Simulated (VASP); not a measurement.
# Sn4Se5 in VASP: further runs

Runs on Sn4Se5. Level: PBEsol. Tasks: single point.

Everything below comes from runs of VASP 6.6.1. Logs are shortened: lines on timing, memory, paths and dates and some standing lists are left out, and cuts for length are marked.

## Step 1: The cell of the first run

The cell holds a slab with vacuum, 9 atoms: a = 4.204 Å, b = 4.204 Å, c = 28.731 Å, α = 90.00°, β = 90.00°, γ = 120.00°.

## Step 2: Single point, PBEsol

INCAR

```
SYSTEM = Sn4Se5
ALGO = Normal
DIPOL = 0.5 0.5 0.500
EDIFF = 1E-7
EFIELD = -0.1
ENCUT = 520
GGA = PS
IDIPOL = 3
ISIF = 2
ISMEAR = 0
LASPH = .True.
LCHARG = .False.
LDIPOL = .True.
LREAL = .False.
LWAVE = .False.
NBANDS = 53
NELM = 80
PREC = Accurate
SIGMA = 0.05
```

KPOINTS

```
k-points
0
Gamma
  9 9 1
  0 0 0
```

POSCAR

```
Sn4Se5
1.0
    4.2041099673      0.0000000000      0.0000000000
   -2.1020549836      3.6408660320      0.0000000000
    0.0000000000      0.0000000000     28.7305656565
Se Sn
5 4
Direct
    0.3333333333      0.6666666667      0.2610460264
    0.0000000000      0.0000000000      0.3805230132
    0.6666666667      0.3333333333      0.5000000000
    0.3333333333      0.6666666667      0.6194769868
    0.0000000000      0.0000000000      0.7389539736
    0.6666666667      0.3333333333      0.3207845198
    0.3333333333      0.6666666667      0.4402615066
    0.0000000000      0.0000000000      0.5597384934
    0.6666666667      0.3333333333      0.6792154802
```

Potentials or basis: VASP PAW PBE potentials, release 64 (Se, Sn_d).

Run with:

```bash
cat potpaw_PBE.64/Se/POTCAR potpaw_PBE.64/Sn_d/POTCAR > POTCAR
mpirun -np 1 vasp_std > vasp.out
```

OUTCAR:

```text
SYSTEM = Sn4Se5
   EDIFF = 1E-7
   ENCUT = 520
   GGA = PS
   ISIF = 2
   ISMEAR = 0
   LASPH = .True.
   LREAL = .False.
   NELM = 80
   PREC = Accurate

 ion  position               nearest neighbor table
   1  0.333  0.667  0.261-   6 2.97   6 2.97   6 2.97
   2  0.000  0.000  0.381-   6 2.97   7 2.97   6 2.97   7 2.97   6 2.97   7 2.97
   3  0.667  0.333  0.500-   8 2.97   7 2.97   7 2.97   8 2.97   8 2.97   7 2.97
   4  0.333  0.667  0.619-   8 2.97   9 2.97   9 2.97   8 2.97   8 2.97   9 2.97
   5  0.000  0.000  0.739-   9 2.97   9 2.97   9 2.97
   6  0.667  0.333  0.321-   2 2.97   1 2.97   1 2.97   2 2.97   2 2.97   1 2.97
   7  0.333  0.667  0.440-   2 2.97   3 2.97   3 2.97   2 2.97   2 2.97   3 2.97
   8  0.000  0.000  0.560-   3 2.97   4 2.97   3 2.97   4 2.97   3 2.97   4 2.97
   9  0.667  0.333  0.679-   5 2.97   4 2.97   4 2.97   5 2.97   5 2.97   4 2.97

  LATTYP: Found a hexagonal cell.
 ALAT       =     4.2041099673
 C/A-ratio  =     6.8339234416

  Lattice vectors:

 A1 = (   4.2041099673,   0.0000000000,   0.0000000000)
 A2 = (  -2.1020549836,   3.6408660320,   0.0000000000)
 A3 = (   0.0000000000,   0.0000000000,  28.7305656565)

Analysis of symmetry for initial positions (statically):
=====================================================================
 Subroutine PRICEL returns:
 Original cell was already a primitive cell.

 Routine SETGRP: Setting up the symmetry group for a
 hexagonal supercell.

 Subroutine GETGRP returns: Found 12 space group operations
 (whereof  6 operations were pure point group operations)
 out of a pool of 24 trial point group operations.

The static configuration has the point symmetry C_3v.
 The point group associated with its full space group is D_3d.

Analysis of symmetry for dynamics (positions and initial velocities):
=====================================================================
 An external electric field (EFIELD) may reduce the allowed symmetry operations
 Subroutine PRICEL returns:
 Original cell was already a primitive cell.

 Routine SETGRP: Setting up the symmetry group for a
 hexagonal supercell.

 Subroutine GETGRP returns: Found  6 space group operations
 (whereof  6 operations were pure point group operations)
 out of a pool of 24 trial point group operations.

The dynamic configuration has the point symmetry C_3v.

 Subroutine INISYM returns: Found  6 space group operations
 (whereof  6 operations are pure point group operations),
 and found     1 'primitive' translations

----------------------------------------------------------------------------------------

                                     Primitive cell

  volume of cell :     439.7673

  direct lattice vectors                    reciprocal lattice vectors
     4.204109967  0.000000000  0.000000000     0.237862475  0.137329964  0.000000000
    -2.102054984  3.640866032  0.000000000     0.000000000  0.274659927  0.000000000
     0.000000000  0.000000000 28.730565657     0.000000000  0.000000000  0.034806137

  length of vectors
     4.204109967  4.204109967 28.730565657     0.274659927  0.274659927  0.034806137

  position of ions in fractional coordinates (direct lattice)
     0.333333333  0.666666667  0.261046026
     0.000000000  0.000000000  0.380523013
     0.666666667  0.333333333  0.500000000
     0.333333333  0.666666667  0.619476987
     0.000000000  0.000000000  0.738953974
     0.666666667  0.333333333  0.320784520
     0.333333333  0.666666667  0.440261507
     0.000000000  0.000000000  0.559738493
     0.666666667  0.333333333  0.679215480

  ion indices of the primitive-cell ions
   primitive index   ion index
                 1           1
                 2           2
                 3           3
                 4           4
                 5           5
                 6           6
                 7           7
                 8           8
                 9           9

----------------------------------------------------------------------------------------

 KPOINTS: k-points

Automatic generation of k-mesh.
 Grid dimensions read from file:
 generate k-points for:    9    9    1

 Generating k-lattice:

  Cartesian coordinates                     Fractional coordinates (reciprocal lattice)
     0.026429164  0.015258885  0.000000000     0.111111111  0.000000000  0.000000000
     0.000000000  0.030517770  0.000000000     0.000000000  0.111111111  0.000000000
     0.000000000  0.000000000  0.034806137     0.000000000  0.000000000  1.000000000

  Length of vectors
     0.030517770  0.030517770  0.034806137

  Shift w.r.t. Gamma in fractional coordinates (k-lattice)
     0.000000000  0.000000000  0.000000000

 Subroutine IBZKPT returns following result:
 ===========================================

 Found     12 irreducible k-points:

 Following reciprocal coordinates:
            Coordinates               Weight
  0.000000  0.000000  0.000000      1.000000
  0.111111 -0.000000  0.000000      6.000000
  0.222222  0.000000  0.000000      6.000000
  0.333333 -0.000000  0.000000      6.000000
  0.444444  0.000000  0.000000      6.000000
  0.111111  0.111111  0.000000      6.000000
  0.222222  0.111111  0.000000     12.000000
  0.333333  0.111111  0.000000     12.000000
  0.444444  0.111111  0.000000      6.000000
  0.222222  0.222222  0.000000      6.000000
  0.333333  0.222222  0.000000     12.000000
  0.333333  0.333333  0.000000      2.000000
   k-points           NKPTS =     12   k-points in BZ     NKDIM =     12   number of bands    NBANDS=     53
   number of dos      NEDOS =    301   number of ions     NIONS =      9
   total plane-waves  NPLWV = 221184
   dimension x,y,z NGX =    32 NGY =   32 NGZ =  216
   dimension x,y,z NGXF=    64 NGYF=   64 NGZF=  432
   ions per type =               5   4
   NGX,Y,Z   is equivalent  to a cutoff of  12.65, 12.65, 12.50 a.u.
   NGXF,Y,Z  is equivalent  to a cutoff of  25.31, 25.31, 25.00 a.u.
 SYSTEM =  Sn4Se5
   PREC   = accura    normal or accurate (medium, high low for compatibility)
   ISTART =      0    job   : 0-new  1-cont  2-samecut
   ICHARG =      2    charge: 1-file 2-atom 10-const
   ISPIN  =      1    spin polarized calculation?
   LNONCOLLINEAR =      F non collinear calculations
   LSORBIT =      F    spin-orbit coupling
   LASPH  =      T    aspherical Exc in radial PAW
   ENCUT  =  520.0 eV  38.22 Ry    6.18 a.u.   7.82  7.82 53.42*2*pi/ulx,y,z
   NELM   =     80;   NELMIN=  2; NELMDL= -5     # of ELM steps
   EDIFF  = 0.1E-06   stopping-criterion for ELM
   LREAL  =      F    real-space projection
   EDIFFG = 0.1E-05   stopping-criterion for IOM
   NSW    =      0    number of steps for IOM
   IBRION =     -1    ionic relax: 0-MD 1-quasi-New 2-CG
   NFREE  =      0    steps in history (QN), initial steepest desc. (CG)
   ISIF   =      2    stress and relaxation
   ISYM   =      2    0-nonsym 1-usesym 2-fastsym
   POTIM  = 0.5000    time-step for ionic-motion
   TEBEG  =    0.0;   TEEND  =   0.0 temperature during run
   PSTRESS=    0.0 pullay stress
   NELECT =      86.0000    total number of electrons
   NUPDOWN=      -1.0000    fix difference up-down
   EMIN   =  10.00;   EMAX   =-10.00  energy-range for DOS
   EFERMI =   0.00;   METHOD = LEGACY
   ISMEAR =     0;   SIGMA  =   0.05  broadening in eV -4-tet -1-fermi 0-gaus
   EFERMI_NEDOS =   21; number of points for ismear=-14 and -15
   IALGO  =     38    algorithm
   IMIX   =      4    mixing-type and parameters
     AMIX     =   0.40;   BMIX     =  1.00
     AMIX_MAG =   1.60;   BMIX_MAG =  1.00
  volume/ion in A,a.u.               =      48.86       329.74
  Fermi-wavevector in a.u.,A,eV,Ry     =   0.950240  1.795693 12.285464  0.902956
  Thomas-Fermi vector in A             =   2.078598
   LORBIT       =      0    0 simple, 1 ext, 2 COOP (PROOUT), +10 PAW based schemes
   GGA     = PS    functional components
   LHFCALC =     F    Hartree Fock is set to
   AEXX    =    0.0000 exact exchange contribution
   IVDW    =     0    specifies the selected vdW correction
   LEPSILON=     F    determine dielectric tensor
   LRPA    =     F    only Hartree local field effects (RPA)
 non-spin polarized calculation
 Gauss-broadening in eV      SIGMA  =   0.05
  energy-cutoff  :      520.00
  volume of cell :      439.77
 maximum number of plane-waves:     11882
 NGX is ok and might be reduce to    32
   NGX = 15   NGY = 15   NGZ =107

 number of electron      86.0000000 magnetization

 dipolmoment           0.000000      0.000000     -0.133434 electrons x Angstroem

 Free energy of the ion-electron system (eV)
  ---------------------------------------------------
  ext. energy  EPLUGINS =         0.00000000
  ---------------------------------------------------
  free energy    TOTEN  =       -38.83006371 eV

  energy without entropy =      -38.82215873  energy(sigma->0) =      -38.82611122

 E-fermi :   0.0576     XC(G=0):  -5.8012

 val. band max:        0.0223227454   @ k =   0.3333   0.2222   0.0000
 cond. band min:       0.0607040492   @ k =   0.3333   0.3333   0.0000
 fundamental gap:      0.0383813038
 Fermi energy:         0.0575910581

 k-point     1 :       0.0000    0.0000    0.0000
  band No.  band energies     occupation
      1     -21.4217      2.00000
      2     -21.4217      2.00000
      3     -21.4170      2.00000
      4     -21.4170      2.00000
      5     -21.4045      2.00000
      6     -21.4045      2.00000
[... 45 lines left out ...]
     52       3.5603      0.00000
     53       3.5603      0.00000

 k-point     2 :       0.1111   -0.0000    0.0000
  band No.  band energies     occupation
      1     -21.4233      2.00000
      2     -21.4198      2.00000
      3     -21.4178      2.00000
      4     -21.4152      2.00000
      5     -21.4061      2.00000
      6     -21.4049      2.00000
[... 552 lines left out ...]
 k-point    12 :       0.3333    0.3333    0.0000
  band No.  band energies     occupation
      1     -21.4302      2.00000
      2     -21.4215      2.00000
      3     -21.4199      2.00000
      4     -21.4120      2.00000
      5     -21.4054      2.00000
      6     -21.4052      2.00000
[... 45 lines left out ...]
     52       4.4724      0.00000
     53       4.5673      0.00000

------------------------ aborting loop because EDIFF is reached ----------------------------------------

 vacuum level on the upper side and lower side of the slab       (xc-potential included)         0.562        -0.722

  FORCE on cell =-STRESS in cart. coord.  units (eV):
  Direction    XX          YY          ZZ          XY          YZ          ZX
  --------------------------------------------------------------------------------------
  -------------------------------------------------------------------------------------
  Total       -6.6260588     -6.6260588     -6.0645311     -0.0000000      0.0000000     -0.0000000
  in kB      -24.1403144    -24.1403144    -22.0945352     -0.0000000      0.0000000     -0.0000000
  external PRESSURE =     -23.4583880 kB  Pullay stress =       0.0000000 kB

 VOLUME and BASIS-vectors are now :
 -----------------------------------------------------------------------------
  energy-cutoff  :      520.00
  volume of cell :      439.77
      direct lattice vectors                 reciprocal lattice vectors
     4.204109967  0.000000000  0.000000000     0.237862475  0.137329964  0.000000000
    -2.102054984  3.640866032  0.000000000     0.000000000  0.274659927  0.000000000
     0.000000000  0.000000000 28.730565657     0.000000000  0.000000000  0.034806137

 POSITION                                       TOTAL-FORCE (eV/Angst)
 -----------------------------------------------------------------------------------
     -0.00000      2.42724      7.50000        -0.000000     -0.000000      1.662121
      0.00000      0.00000     10.93264         0.000000     -0.000000      0.552694
      2.10205      1.21362     14.36528         0.000000     -0.000000      0.004071
     -0.00000      2.42724     17.79792         0.000000      0.000000     -0.550457
      0.00000      0.00000     21.23057         0.000000      0.000000     -1.684468
      2.10205      1.21362      9.21632        -0.000000      0.000000     -1.921902
     -0.00000      2.42724     12.64896         0.000000     -0.000000     -0.253167
      0.00000      0.00000     16.08160         0.000000     -0.000000      0.248378
      2.10205      1.21362     19.51424         0.000000     -0.000000      1.942729
 -----------------------------------------------------------------------------------
    total drift:                                0.000000      0.000000      0.000843

  FREE ENERGIE OF THE ION-ELECTRON SYSTEM (eV)
  ---------------------------------------------------
  free  energy   TOTEN  =       -38.8300637112 eV

  energy  without entropy=      -38.8221587252  energy(sigma->0) =      -38.82611122

 vacuum level on the upper side and lower side of the slab         6.519         5.261
```

Wall time 20 min (1 thread of Intel Xeon 8259CL, shared host); peak memory 0.64 GiB.

Results:

| Quantity | Value |
| --- | --- |
| Free energy | -38.8301 eV |
| Largest force | 1.943 eV/Å |
| Band gap on the k mesh | zero (bands 43 and 44 overlap by 0.08 eV) |

Forces on the atoms (eV/Å):
```
Se   0.000  0.000  1.662
Se   0.000  0.000  0.553
Se   0.000  0.000  0.004
Se   0.000  0.000 -0.550
Se   0.000  0.000 -1.684
Sn   0.000  0.000 -1.922
Sn   0.000  0.000 -0.253
Sn   0.000  0.000  0.248
Sn   0.000  0.000  1.943
```

Levels at points of the mesh, in eV from the Fermi level:
| k point | band 41 | band 42 | band 43 | band 44 | band 45 | band 46 |
| --- | --- | --- | --- | --- | --- | --- |
| (0.00, 0.00, 0.00) | -0.53 | -0.53 | -0.26 | 0.62 | 0.88 | 1.58 |

Caveat: the PAW data sets were made with another functional, which shifts forces and pressure a little; spin-orbit coupling is left out, which moves the levels of the heavy elements.

## Step 3: Single point, PBEsol

INCAR

```
PREC = Accurate
ENCUT = 520
EDIFF = 1E-6
ISMEAR = 1
SIGMA = 0.2
LREAL = F
LASPH = T
NELM = 60
ALGO = Normal
ISIF = 2
LWAVE = F
LCHARG = T
LDIPOL = T
IDIPOL = 3
DIPOL = 0.5 0.5 0.500
GGA = PS
LELF = T
LVHAR = T
LVACPOTAV = T
NBANDS = 53
```

KPOINTS

```
regular mesh
0
Gamma
  9 9 1
```

POSCAR is that of step 2.

Potentials or basis: VASP PAW PBE potentials, release 64 (Se, Sn_d).

Run with:

```bash
cat potpaw_PBE.64/Se/POTCAR potpaw_PBE.64/Sn_d/POTCAR > POTCAR
mpirun -np 1 vasp_std > vasp.out
```

Wall time 9.8 min (1 thread of Intel Xeon 8259CL, shared host); peak memory 0.64 GiB.

It converged, with:

- Free energy: -38.8205 eV
- Largest force: 1.914 eV/Å
- Band gap on the k mesh: zero (bands 43 and 44 overlap by 0.08 eV)

Forces on the atoms (eV/Å):
```
Se   0.000  0.000  1.674
Se   0.000  0.000  0.551
Se   0.000  0.000  0.000
Se   0.000  0.000 -0.551
Se   0.000  0.000 -1.674
Sn   0.000  0.000 -1.914
Sn   0.000  0.000 -0.261
Sn   0.000  0.000  0.261
Sn   0.000  0.000  1.914
```

Levels at points of the mesh, in eV from the Fermi level:
| k point | band 40 | band 41 | band 42 | band 43 | band 44 | band 45 | band 46 | band 47 |
| --- | --- | --- | --- | --- | --- | --- | --- | --- |
| (0.00, 0.00, 0.00) | -0.56 | -0.56 | -0.56 | -0.29 | 0.59 | 0.85 | 1.56 | 1.56 |

Caveat: the PAW data sets were made with another functional, which shifts forces and pressure a little; spin-orbit coupling is left out, which moves the levels of the heavy elements.
